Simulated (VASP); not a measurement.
# TlCl (Pm-3m) in VASP: a series of runs

Aim: see how the results for TlCl move with the level of theory and the settings. Levels: PBE0, PBE, HSE06. Tasks: single point.

Everything below comes from runs of VASP 6.6.1. Logs are shortened: lines on timing, memory, paths and dates and some standing lists are left out, and cuts for length are marked.

## 1. The cell of the first run

It takes space group Pm-3m (No. 221, cubic). The conventional cell has a = 3.839 Å, b = 3.839 Å, c = 3.839 Å, α = 90.00°, β = 90.00°, γ = 90.00°. Tl (site symmetry m-3m) has 8 Cl at 3.32 Å and 6 Tl at 3.84 Å within 4.4 Å. Within 4.4 Å of Cl (site symmetry m-3m) lie 8 Tl at 3.32 Å and 6 Cl at 3.84 Å.

## 2. Single point, PBE0

POSCAR

```
TlCl
1.0
    3.8388256287      0.0000000000      0.0000000000
    0.0000000000      3.8388256287      0.0000000000
    0.0000000000      0.0000000000      3.8388256287
Tl Cl
1 1
Direct
    0.0000000000      0.0000000000      0.0000000000
    0.5000000000      0.5000000000      0.5000000000
```

INCAR.step1

```
SYSTEM = TlCl
PREC = Accurate
ENCUT = 400
EDIFF = 1E-5
ISMEAR = 0
SIGMA = 0.01
LREAL = .False.
LASPH = .True.
NELM = 120
ALGO = Normal
ISIF = 2
LWAVE = .True.
NBANDS = 17
GGA = PE
GGA_COMPAT = .False.
```

INCAR.step2

```
SYSTEM = TlCl
PREC = Accurate
ENCUT = 400
EDIFF = 1E-6
ISMEAR = 0
SIGMA = 0.01
LREAL = .False.
LASPH = .True.
NELM = 120
ALGO = Normal
ISIF = 2
LWAVE = .False.
LCHARG = .True.
GGA = PE
LHFCALC = .True.
AEXX = 0.25
PRECFOCK = Normal
LELF = .True.
LVHAR = .True.
NBANDS = 17
ISTART = 1
GGA_COMPAT = .False.
```

KPOINTS

```
regular mesh
0
Gamma
  4 4 4
  0 0 0
```

Potentials or basis: VASP PAW PBE potentials, release 64 (Tl_d, Cl).

Launch:

```console
> cat potpaw_PBE.64/Tl_d/POTCAR potpaw_PBE.64/Cl/POTCAR > POTCAR
> cp INCAR.step1 INCAR
> mpirun -np 1 vasp_std > vasp.out
> cp INCAR.step2 INCAR
> mpirun -np 1 vasp_std > vasp.out
```

OUTCAR:

```text
SYSTEM = TlCl
   PREC = Accurate
   ENCUT = 400
   EDIFF = 1E-6
   ISMEAR = 0
   LREAL = .False.
   LASPH = .True.
   NELM = 120
   ISIF = 2
   GGA = PE
   LHFCALC = .True.
   AEXX = 0.25
   PRECFOCK = Normal
   ISTART = 1

 ion  position               nearest neighbor table
   1  0.000  0.000  0.000-   2 3.32   2 3.32   2 3.32   2 3.32   2 3.32   2 3.32   2 3.32   2 3.32

   2  0.500  0.500  0.500-   1 3.32   1 3.32   1 3.32   1 3.32   1 3.32   1 3.32   1 3.32   1 3.32

  LATTYP: Found a simple cubic cell.
 ALAT       =     3.8388256287

  Lattice vectors:

 A1 = (   3.8388256287,   0.0000000000,   0.0000000000)
 A2 = (   0.0000000000,   3.8388256287,   0.0000000000)
 A3 = (   0.0000000000,   0.0000000000,   3.8388256287)

Analysis of symmetry for initial positions (statically):
=====================================================================
 Subroutine PRICEL returns:
 Original cell was already a primitive cell.

 Routine SETGRP: Setting up the symmetry group for a
 simple cubic supercell.

 Subroutine GETGRP returns: Found 48 space group operations
 (whereof 48 operations were pure point group operations)
 out of a pool of 48 trial point group operations.

The static configuration has the point symmetry O_h .

Analysis of symmetry for dynamics (positions and initial velocities):
=====================================================================
 Subroutine PRICEL returns:
 Original cell was already a primitive cell.

 Routine SETGRP: Setting up the symmetry group for a
 simple cubic supercell.

 Subroutine GETGRP returns: Found 48 space group operations
 (whereof 48 operations were pure point group operations)
 out of a pool of 48 trial point group operations.

The dynamic configuration has the point symmetry O_h .

 Subroutine INISYM returns: Found 48 space group operations
 (whereof 48 operations are pure point group operations),
 and found     1 'primitive' translations

----------------------------------------------------------------------------------------

                                     Primitive cell

  volume of cell :      56.5712

  direct lattice vectors                    reciprocal lattice vectors
     3.838825629  0.000000000  0.000000000     0.260496333  0.000000000  0.000000000
     0.000000000  3.838825629  0.000000000     0.000000000  0.260496333  0.000000000
     0.000000000  0.000000000  3.838825629     0.000000000  0.000000000  0.260496333
[... 75 lines left out ...]
   ISIF   =      2    stress and relaxation
   ISYM   =      3    0-nonsym 1-usesym 2-fastsym
   POTIM  = 0.5000    time-step for ionic-motion
   TEBEG  =    0.0;   TEEND  =   0.0 temperature during run
   PSTRESS=    0.0 pullay stress
   NELECT =      20.0000    total number of electrons
   NUPDOWN=      -1.0000    fix difference up-down
   EMIN   =  10.00;   EMAX   =-10.00  energy-range for DOS
   EFERMI =   0.00;   METHOD = LEGACY
   ISMEAR =     0;   SIGMA  =   0.01  broadening in eV -4-tet -1-fermi 0-gaus
   EFERMI_NEDOS =   21; number of points for ismear=-14 and -15
   IALGO  =     38    algorithm
   IMIX   =      1    mixing-type and parameters
     AMIX     =   0.40;   BMIX     =  1.00
     AMIX_MAG =   1.60;   BMIX_MAG =  1.00
  volume/ion in A,a.u.               =      28.29       190.88
  Fermi-wavevector in a.u.,A,eV,Ry     =   1.157586  2.187520 18.231867  1.340004
  Thomas-Fermi vector in A             =   2.294196
   LORBIT       =      0    0 simple, 1 ext, 2 COOP (PROOUT), +10 PAW based schemes
   GGA     = PE    functional components
   LHFCALC =     T    Hartree Fock is set to
   PRECFOCK=normal    Normal, Fast or Accurate (Low or Medium for compatibility)
   ENCUT4O =  -1.0   cutoff for four orbital integrals eV
   NKREDX  =     1    reduce k-point grid by
   NKREDY  =     1    reduce k-point grid by
   NKREDZ  =     1    reduce k-point grid by
   AEXX    =    0.2500 exact exchange contribution
   HFSCREEN=    0.0000 screening length (either q_TF or 0.3 A-1)
   HFSCREENC=   0.0000 screening length for correlation (either q_TF or 0.3 A-1)
   ENCUTFOCK=  -1.0 apply spherical cutoff to Coloumb kernel
   IVDW    =     0    specifies the selected vdW correction
   LEPSILON=     F    determine dielectric tensor
   LRPA    =     F    only Hartree local field effects (RPA)
 non-spin polarized calculation
 Gauss-broadening in eV      SIGMA  =   0.01
  energy-cutoff  :      400.00
  volume of cell :       56.57
 maximum number of plane-waves:      1064
 NGX is ok and might be reduce to    28
  NGX = 20; NGY = 20; NGZ = 20

 number of electron      19.9999993 magnetization

 Free energy of the ion-electron system (eV)
  ---------------------------------------------------
  ext. energy  EPLUGINS =         0.00000000
  ---------------------------------------------------
  free energy    TOTEN  =        -7.84832895 eV

  energy without entropy =       -7.84832895  energy(sigma->0) =       -7.84832895

 E-fermi :   1.8672     XC(G=0):  -7.1991

 val. band max:        1.7514928411   @ k =   0.5000   0.0000   0.0000
 cond. band min:       5.2945278479   @ k =   0.5000   0.0000   0.0000
 fundamental gap:      3.5430350068
 Fermi energy:         1.8671844891

 k-point     1 :       0.0000    0.0000    0.0000
  band No.  band energies     occupation
      1     -13.6087      2.00000
      2      -9.4843      2.00000
      3      -9.4843      2.00000
      4      -9.2473      2.00000
      5      -9.2473      2.00000
      6      -9.2473      2.00000
[... 177 lines left out ...]
      4      -9.4314      2.00000
      5      -9.1681      2.00000
      6      -9.1681      2.00000
[... 9 lines left out ...]
     16      16.5471      0.00000
     17      21.0971      0.00000

------------------------ aborting loop because EDIFF is reached ----------------------------------------

  FORCE on cell =-STRESS in cart. coord.  units (eV):
  Direction    XX          YY          ZZ          XY          YZ          ZX
  --------------------------------------------------------------------------------------
  -------------------------------------------------------------------------------------
  Total        0.2068688      0.2068688      0.2068688     -0.0000000     -0.0000000      0.0000000
  in kB        5.8588242      5.8588242      5.8588242     -0.0000000     -0.0000000      0.0000000
  external PRESSURE =       5.8588242 kB  Pullay stress =       0.0000000 kB

 VOLUME and BASIS-vectors are now :
 -----------------------------------------------------------------------------
  energy-cutoff  :      400.00
  volume of cell :       56.57
      direct lattice vectors                 reciprocal lattice vectors
     3.838825629  0.000000000  0.000000000     0.260496333  0.000000000  0.000000000
     0.000000000  3.838825629  0.000000000     0.000000000  0.260496333  0.000000000
     0.000000000  0.000000000  3.838825629     0.000000000  0.000000000  0.260496333

 POSITION                                       TOTAL-FORCE (eV/Angst)
 -----------------------------------------------------------------------------------
      0.00000      0.00000      0.00000         0.000000      0.000000      0.000000
      1.91941      1.91941      1.91941         0.000000      0.000000      0.000000
 -----------------------------------------------------------------------------------
    total drift:                                0.000000      0.000000      0.000000

  FREE ENERGIE OF THE ION-ELECTRON SYSTEM (eV)
  ---------------------------------------------------
  free  energy   TOTEN  =        -7.8483289520 eV

  energy  without entropy=       -7.8483289520  energy(sigma->0) =       -7.84832895
```

OUTCAR.step1:

```text
SYSTEM = TlCl
   PREC = Accurate
   ENCUT = 400
   EDIFF = 1E-5
   ISMEAR = 0
   LREAL = .False.
   LASPH = .True.
[... 406 lines left out ...]
      0.00000      0.00000      0.00000         0.000000      0.000000      0.000000
      1.91941      1.91941      1.91941         0.000000      0.000000      0.000000
 -----------------------------------------------------------------------------------
    total drift:                               -0.000000      0.000000      0.000000

  FREE ENERGIE OF THE ION-ELECTRON SYSTEM (eV)
  ---------------------------------------------------
  free  energy   TOTEN  =        -5.9993035349 eV

  energy  without entropy=       -5.9993035349  energy(sigma->0) =       -5.99930353
```

Wall time 3.4 min (1 thread of Intel Xeon 6975P-C (Granite Rapids), shared host); peak memory 0.16 GiB.

Results:

```
Free energy            : -7.8483 eV
Pressure               : 0.6 GPa
Band gap on the k mesh : 3.54 eV, direct
```

Caveat: the PAW data sets were made with another functional, which shifts forces and pressure a little; spin-orbit coupling is left out, which moves the levels of the heavy elements.

## 3. Single point, PBE, non-collinear spin, zero start, spin-orbit coupling

INCAR

```
PREC = Accurate
ENCUT = 500
EDIFF = 1E-6
ISMEAR = 0
SIGMA = 0.01
LREAL = F
LASPH = T
NELM = 200
ALGO = Normal
ISIF = 2
LWAVE = F
LCHARG = F
MAGMOM = 0 0 0 0 0 0
LORBIT = 11
LSORBIT = T
GGA_COMPAT = F
LORBMOM = T
GGA = PE
NBANDS = 32
```

KPOINTS

```
regular mesh
0
Gamma
  6 6 6
```

POSCAR is that of step 2.

Potentials or basis: VASP PAW PBE potentials, release 64 (Tl_d, Cl).

Launch:

```console
> cat potpaw_PBE.64/Tl_d/POTCAR potpaw_PBE.64/Cl/POTCAR > POTCAR
> mpirun -np 1 vasp_ncl > vasp.out
```

It took 41 s on 1 thread of AMD EPYC 7R13 (Zen 3), shared host; peak memory 0.23 GiB.

It converged, with:

| Item | Value |
| --- | --- |
| Free energy | -6.1852 eV |
| Pressure | 1.0 GPa |
| Net moment | 0.00 μB per cell |
| Valence electrons inside the program's atomic spheres | Tl 11.11; Cl 5.10 |

Moments on the atoms (μB; x, y, z):
```
Tl  0.00 0.00 0.00
Cl  0.00 0.00 0.00
```

## 4. Single point, HSE06

POSCAR is that of step 3.

INCAR.step1

```
  PREC = Accurate
  ENCUT = 400
  EDIFF = 1E-5
  ISMEAR = 0
  SIGMA = 0.01
  LREAL = F
  LASPH = T
  NELM = 120
  ALGO = Normal
  ISIF = 2
  LWAVE = T
  NBANDS = 17
  GGA = PE
  GGA_COMPAT = F
```

INCAR.step2

```
  PREC = Accurate
  ENCUT = 400
  EDIFF = 1E-6
  ISMEAR = 0
  SIGMA = 0.01
  LREAL = F
  LASPH = T
  NELM = 120
  ALGO = Normal
  ISIF = 2
  LWAVE = F
  LCHARG = T
  GGA = PE
  LHFCALC = T
  HFSCREEN = 0.2079
  PRECFOCK = Normal
  LELF = T
  LVHAR = T
  NBANDS = 17
  ISTART = 1
  GGA_COMPAT = F
```

KPOINTS

```
Automatic mesh
0
Gamma
  4 4 4
```

Launch:

```console
> cat potpaw_PBE.64/Tl_d/POTCAR potpaw_PBE.64/Cl/POTCAR > POTCAR
> cp INCAR.step1 INCAR
> mpirun -np 1 vasp_std > vasp.out
> cp INCAR.step2 INCAR
> mpirun -np 1 vasp_std > vasp.out
```

It took 5.2 min on 1 thread of AMD EPYC 7R13 (Zen 3), shared host; peak memory 0.23 GiB.

It converged, with:

```
Free energy            : -7.1646 eV
Pressure               : 0.8 GPa
Band gap on the k mesh : 2.85 eV, direct
```

Levels at points of the mesh, in eV from the valence-band top:
| k point | band 7 | band 8 | band 9 | band 10 | band 11 | band 12 | band 13 | band 14 |
| --- | --- | --- | --- | --- | --- | --- | --- | --- |
| (0.00, 0.00, 0.00) | -4.70 | -1.87 | -1.87 | -1.87 | 8.77 | 8.77 | 8.97 | 8.97 |
| (0.50, 0.00, 0.00) | -5.88 | -1.43 | -1.43 | 0.00 | 2.85 | 7.60 | 7.60 | 9.79 |
| (0.50, 0.50, 0.00) | -3.41 | -3.41 | -3.38 | -1.37 | 5.82 | 5.82 | 9.41 | 9.66 |
| (0.50, 0.50, 0.50) | -2.43 | -2.43 | -2.43 | -2.04 | 3.33 | 3.33 | 3.33 | 14.07 |

Caveat: the PAW data sets were made with another functional, which shifts forces and pressure a little; spin-orbit coupling is left out, which moves the levels of the heavy elements. A k mesh can miss the band edges.

## 5. The runs side by side

| level | spin | k mesh | cutoff (eV) | grid for exact exchange (PRECFOCK) | screening parameter | gap on the mesh (eV) | pressure (GPa) |
| --- | --- | --- | --- | --- | --- | --- | --- |
| PBE0 | off | 4 × 4 × 4 | 400 | Normal | - | 3.54 | 0.6 |
| PBE | non-collinear, zero start, SOC | 6 × 6 × 6 | 500 | - | - | - | 1.0 |
| HSE06 | off | 4 × 4 × 4 | 400 | Normal | 0.2079 1/Å | 2.85 | 0.8 |

Alike in all rows: task single point; potentials or basis VASP PAW PBE potentials, release 64 (Tl_d, Cl); cell as given; smearing gaussian 0.01 eV.

The pressure there spans 0.6 GPa (PBE0) to 1.0 GPa (PBE); a positive pressure means that this level wants a larger cell, a negative one a smaller.

Caveats: the PAW data sets were made with another functional, which shifts forces and pressure a little (some runs); spin-orbit coupling is left out, which moves the levels of the heavy elements (some runs).

Total energies depend on the potentials used, so only differences within one code and one set of settings carry meaning.
